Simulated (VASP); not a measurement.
# MgO (Pm-3m) in VASP: notebook

Runs on MgO. Level: PBE. Tasks: single point.

All numbers are computed with VASP 6.6.1; they aren't measurements. Logs are shortened: lines on timing, memory, paths and dates and some standing lists are left out, and cuts for length are marked.

### Step 1. The cell of the first run

It takes space group Pm-3m (No. 221, cubic). The conventional cell has a = 2.550 Å, b = 2.550 Å, c = 2.550 Å, α = 90.00°, β = 90.00°, γ = 90.00°. Mg (site symmetry m-3m) has 8 O at 2.21 Å and 6 Mg at 2.55 Å within 2.9 Å. O (site symmetry m-3m) has 8 Mg at 2.21 Å and 6 O at 2.55 Å within 2.9 Å.

### Step 2. Single point, PBE (volume scaled by 0.880)

Contents of INCAR:

```
PREC     = Accurate       # precision mode
ENCUT    = 520            # plane-wave cutoff, eV
EDIFF    = 1E-7           # SCF threshold, eV
ISMEAR   = 0              # smearing method
SIGMA    = 0.05           # smearing width, eV
LREAL    = F              # projectors in reciprocal space
LASPH    = T              # aspherical terms in the spheres
NELM     = 100            # most SCF steps
ALGO     = Normal         # electronic algorithm
ISIF     = 2              # what is computed and relaxed
LWAVE    = F              # write WAVECAR
LCHARG   = T              # write CHGCAR
GGA      = PE             # functional
LELF     = T              # ELF
LVHAR    = T            
NBANDS   = 11             # bands
```

Contents of KPOINTS:

```
regular mesh
0
Gamma
  14 14 14
```

Contents of POSCAR:

```
MgO
1.0
    2.5495787526      0.0000000000      0.0000000000
    0.0000000000      2.5495787526      0.0000000000
    0.0000000000      0.0000000000      2.5495787526
Mg O
1 1
Direct
    0.0000000000      0.0000000000      0.0000000000
    0.5000000000      0.5000000000      0.5000000000
```

Potentials or basis: VASP PAW PBE potentials, release 64 (Mg, O).

On the command line:

```sh
$ cat potpaw_PBE.64/Mg/POTCAR potpaw_PBE.64/O/POTCAR > POTCAR
$ mpirun -np 1 vasp_std > vasp.out
```

OUTCAR:

```text
PREC = Accurate
   ENCUT = 520
   EDIFF = 1E-7
   ISMEAR = 0
   LREAL = F
   LASPH = T
   NELM = 100
   ISIF = 2
   GGA = PE

 ion  position               nearest neighbor table
   1  0.000  0.000  0.000-   2 2.21   2 2.21   2 2.21   2 2.21   2 2.21   2 2.21   2 2.21   2 2.21

   2  0.500  0.500  0.500-   1 2.21   1 2.21   1 2.21   1 2.21   1 2.21   1 2.21   1 2.21   1 2.21

  LATTYP: Found a simple cubic cell.
 ALAT       =     2.5495787526

  Lattice vectors:

 A1 = (   2.5495787526,   0.0000000000,   0.0000000000)
 A2 = (   0.0000000000,   2.5495787526,   0.0000000000)
 A3 = (   0.0000000000,   0.0000000000,   2.5495787526)

Analysis of symmetry for initial positions (statically):
=====================================================================
 Subroutine PRICEL returns:
 Original cell was already a primitive cell.

 Routine SETGRP: Setting up the symmetry group for a
 simple cubic supercell.

 Subroutine GETGRP returns: Found 48 space group operations
 (whereof 48 operations were pure point group operations)
 out of a pool of 48 trial point group operations.

The static configuration has the point symmetry O_h .

Analysis of symmetry for dynamics (positions and initial velocities):
=====================================================================
 Subroutine PRICEL returns:
 Original cell was already a primitive cell.

 Routine SETGRP: Setting up the symmetry group for a
 simple cubic supercell.

 Subroutine GETGRP returns: Found 48 space group operations
 (whereof 48 operations were pure point group operations)
 out of a pool of 48 trial point group operations.

The dynamic configuration has the point symmetry O_h .

 Subroutine INISYM returns: Found 48 space group operations
 (whereof 48 operations are pure point group operations),
 and found     1 'primitive' translations

----------------------------------------------------------------------------------------

                                     Primitive cell

  volume of cell :      16.5732

  direct lattice vectors                    reciprocal lattice vectors
     2.549578753  0.000000000  0.000000000     0.392221656  0.000000000  0.000000000
     0.000000000  2.549578753  0.000000000     0.000000000  0.392221656  0.000000000
     0.000000000  0.000000000  2.549578753     0.000000000  0.000000000  0.392221656

  length of vectors
     2.549578753  2.549578753  2.549578753     0.392221656  0.392221656  0.392221656

  position of ions in fractional coordinates (direct lattice)
     0.000000000  0.000000000  0.000000000
[... 82 lines left out ...]
   IBRION =     -1    ionic relax: 0-MD 1-quasi-New 2-CG
   NFREE  =      0    steps in history (QN), initial steepest desc. (CG)
   ISIF   =      2    stress and relaxation
   ISYM   =      2    0-nonsym 1-usesym 2-fastsym
   POTIM  = 0.5000    time-step for ionic-motion
   TEBEG  =    0.0;   TEEND  =   0.0 temperature during run
   PSTRESS=    0.0 pullay stress
   NELECT =       8.0000    total number of electrons
   NUPDOWN=      -1.0000    fix difference up-down
   EMIN   =  10.00;   EMAX   =-10.00  energy-range for DOS
   EFERMI =   0.00;   METHOD = LEGACY
   ISMEAR =     0;   SIGMA  =   0.05  broadening in eV -4-tet -1-fermi 0-gaus
   EFERMI_NEDOS =   21; number of points for ismear=-14 and -15
   IALGO  =     38    algorithm
   IMIX   =      4    mixing-type and parameters
     AMIX     =   0.40;   BMIX     =  1.00
     AMIX_MAG =   1.60;   BMIX_MAG =  1.00
  volume/ion in A,a.u.               =       8.29        55.92
  Fermi-wavevector in a.u.,A,eV,Ry     =   1.284211  2.426807 22.438701  1.649198
  Thomas-Fermi vector in A             =   2.416418
   LORBIT       =      0    0 simple, 1 ext, 2 COOP (PROOUT), +10 PAW based schemes
   GGA     = PE    functional components
   LHFCALC =     F    Hartree Fock is set to
   AEXX    =    0.0000 exact exchange contribution
   IVDW    =     0    specifies the selected vdW correction
   LEPSILON=     F    determine dielectric tensor
   LRPA    =     F    only Hartree local field effects (RPA)
 non-spin polarized calculation
 Gauss-broadening in eV      SIGMA  =   0.05
  energy-cutoff  :      520.00
  volume of cell :       16.57
 maximum number of plane-waves:       466
 NGX is ok and might be reduce to    20
   NGX =  9   NGY =  9   NGZ =  9

 number of electron       8.0000007 magnetization

 Free energy of the ion-electron system (eV)
  ---------------------------------------------------
  ext. energy  EPLUGINS =         0.00000000
  ---------------------------------------------------
  free energy    TOTEN  =       -10.26516700 eV

  energy without entropy =      -10.26516700  energy(sigma->0) =      -10.26516700

 E-fermi :   6.2032     XC(G=0): -11.7793

 val. band max:        5.9545256857   @ k =   0.5000   0.5000   0.0000
 cond. band min:       9.4247746854   @ k =   0.0000   0.0000   0.0000
 fundamental gap:      3.4702489996
 Fermi energy:         6.2032099646

 k-point     1 :       0.0000    0.0000    0.0000
  band No.  band energies     occupation
      1     -13.2591      2.00000
      2       4.8344      2.00000
      3       4.8344      2.00000
      4       4.8344      2.00000
      5       9.4248      0.00000
      6      16.5768      0.00000
      7      16.5768      0.00000
      8      27.9025      0.00000
      9      27.9025      0.00000
     10      27.9025      0.00000
     11      34.7812      0.00000
[... 309 lines left out ...]
 k-point    24 :       0.3571    0.2143    0.0000
  band No.  band energies     occupation
      1     -11.7381      2.00000
      2       0.2957      2.00000
      3       3.0240      2.00000
      4       5.4436      2.00000
      5      14.0394      0.00000
      6      16.2746      0.00000
      7      18.8456      0.00000
      8      24.3779      0.00000
      9      25.9442      0.00000
     10      28.0534      0.00000
     11      28.6818      0.00000

 [... further k-points ...]
[... 5 lines left out ...]
  --------------------------------------------------------------------------------------
  -------------------------------------------------------------------------------------
  Total        2.2801247      2.2801247      2.2801247      0.0000000      0.0000000     -0.0000000
  in kB      220.4265458    220.4265458    220.4265458      0.0000000      0.0000000     -0.0000000
  external PRESSURE =     220.4265458 kB  Pullay stress =       0.0000000 kB

 VOLUME and BASIS-vectors are now :
 -----------------------------------------------------------------------------
  energy-cutoff  :      520.00
  volume of cell :       16.57
      direct lattice vectors                 reciprocal lattice vectors
     2.549578753  0.000000000  0.000000000     0.392221656  0.000000000  0.000000000
     0.000000000  2.549578753  0.000000000     0.000000000  0.392221656  0.000000000
     0.000000000  0.000000000  2.549578753     0.000000000  0.000000000  0.392221656

 POSITION                                       TOTAL-FORCE (eV/Angst)
 -----------------------------------------------------------------------------------
      0.00000      0.00000      0.00000         0.000000      0.000000      0.000000
      1.27479      1.27479      1.27479         0.000000      0.000000      0.000000
 -----------------------------------------------------------------------------------
    total drift:                                0.000000      0.000000      0.000000

  FREE ENERGIE OF THE ION-ELECTRON SYSTEM (eV)
  ---------------------------------------------------
  free  energy   TOTEN  =       -10.2651669990 eV

  energy  without entropy=      -10.2651669990  energy(sigma->0) =      -10.26516700
```

OSZICAR:

```text
N       E                     dE             d eps       ncg     rms          rms(c)
DAV:   1     0.146735777662E+02    0.14674E+02   -0.46791E+03  3072   0.650E+02
DAV:   2    -0.114090068996E+02   -0.26083E+02   -0.25511E+02  3043   0.137E+02
DAV:   3    -0.119318848401E+02   -0.52288E+00   -0.52257E+00  3093   0.165E+01
DAV:   4    -0.119328718535E+02   -0.98701E-03   -0.98700E-03  2844   0.816E-01
DAV:   5    -0.119328744304E+02   -0.25769E-05   -0.25769E-05  3043   0.400E-02    0.713E+00
DAV:   6    -0.103260915584E+02    0.16068E+01   -0.77771E+00  2688   0.159E+01    0.205E+00
DAV:   7    -0.102891977360E+02    0.36894E-01   -0.60054E-02  2868   0.211E+00    0.129E+00
DAV:   8    -0.102653733847E+02    0.23824E-01   -0.28253E-02  2837   0.177E+00    0.195E-01
DAV:   9    -0.102651910584E+02    0.18233E-03   -0.28865E-04  2983   0.124E-01    0.120E-01
DAV:  10    -0.102651682027E+02    0.22856E-04   -0.17000E-04  2782   0.109E-01    0.727E-03
DAV:  11    -0.102651671548E+02    0.10480E-05   -0.51515E-06  2949   0.156E-02    0.253E-03
DAV:  12    -0.102651669942E+02    0.16059E-06   -0.82020E-08  2114   0.296E-03    0.289E-04
DAV:  13    -0.102651669990E+02   -0.48423E-08   -0.72798E-09  1488   0.700E-04
   1 F= -.10265167E+02 E0= -.10265167E+02  d E =-.558397E-15
```

stdout:

```text
POSCAR found type information on POSCAR MgO
 POSCAR found :  2 types and       2 ions
 scaLAPACK will be used
 LDA part: xc-table for (Slater+PW92), standard interpolation
 POSCAR, INCAR and KPOINTS ok, starting setup
 FFT: planning ... GRIDC
 FFT: planning ... GRID_SOFT
 FFT: planning ... GRID
 WAVECAR not read
 entering main loop
```

It took 7.7 s on 1 thread of Intel Xeon 6975P-C (Granite Rapids), shared host; peak memory 0.14 GiB.

What came out:

```yaml
Free_energy: -10.2652 eV
Pressure: 22.0 GPa
Band_gap_on_the_k_mesh: 3.47 eV, indirect (least direct gap 4.59 eV)
```

Levels at points of the mesh, in eV from the valence-band top:
| k point | band 1 | band 2 | band 3 | band 4 | band 5 | band 6 | band 7 | band 8 | band 9 |
| --- | --- | --- | --- | --- | --- | --- | --- | --- | --- |
| (0.00, 0.00, 0.00) | -19.21 | -1.12 | -1.12 | -1.12 | 3.47 | 10.62 | 10.62 | 21.95 | 21.95 |
| (0.50, 0.00, 0.00) | -17.76 | -7.12 | -0.64 | -0.64 | 7.89 | 10.52 | 15.08 | 17.95 | 19.17 |
| (0.50, 0.50, 0.00) | -16.73 | -5.21 | -5.21 | 0.00 | 5.31 | 13.26 | 13.26 | 14.15 | 20.07 |
| (0.50, 0.50, 0.50) | -15.70 | -4.10 | -4.10 | -4.10 | 7.92 | 7.92 | 7.92 | 18.15 | 20.11 |

### Step 3. Single point, PBE (volume scaled by 0.920)

Contents of INCAR:

```
SYSTEM = MgO
  PREC = Accurate
  ENCUT = 520
  EDIFF = 1E-7
  ISMEAR = 0
  SIGMA = 0.05
  LREAL = .FALSE.
  LASPH = .TRUE.
  NELM = 80
  ALGO = Normal
  ISIF = 2
  LWAVE = .FALSE.
  LCHARG = .FALSE.
  GGA = PE
  NBANDS = 11
```

Contents of KPOINTS:

```
regular mesh
0
G
  14 14 14
  0 0 0
```

Contents of POSCAR:

```
MgO
1.0
    2.5876377778      0.0000000000      0.0000000000
    0.0000000000      2.5876377778      0.0000000000
    0.0000000000      0.0000000000      2.5876377778
Mg O
1 1
Direct
    0.0000000000      0.0000000000      0.0000000000
    0.5000000000      0.5000000000      0.5000000000
```

Potentials or basis: VASP PAW PBE potentials, release 64 (Mg, O).

On the command line:

```sh
$ cat potpaw_PBE.64/Mg/POTCAR potpaw_PBE.64/O/POTCAR > POTCAR
$ mpirun -np 1 vasp_std > vasp.out
```

Wall time 7.4 s (1 thread of Intel Xeon 6975P-C (Granite Rapids), shared host); peak memory 0.14 GiB.

The run converged. Its results:

| Property | Result |
| --- | --- |
| Free energy | -10.3473 eV |
| Pressure | 12.8 GPa |
| Band gap on the k mesh | 3.02 eV, indirect (least direct gap 4.08 eV) |

Levels at points of the mesh, in eV from the valence-band top:
```csv
k point,band 1,band 2,band 3,band 4,band 5,band 6,band 7,band 8,band 9
"(0.00, 0.00, 0.00)",-18.88,-1.07,-1.07,-1.07,3.02,10.55,10.55,21.18,21.18
"(0.50, 0.00, 0.00)",-17.54,-6.83,-0.60,-0.60,7.47,10.01,14.84,17.72,18.65
"(0.50, 0.50, 0.00)",-16.59,-4.97,-4.97,0.00,5.15,12.75,12.75,13.77,19.73
"(0.50, 0.50, 0.50)",-15.65,-3.87,-3.87,-3.87,7.72,7.72,7.72,17.28,19.51
```

[end of part 1 of 2]
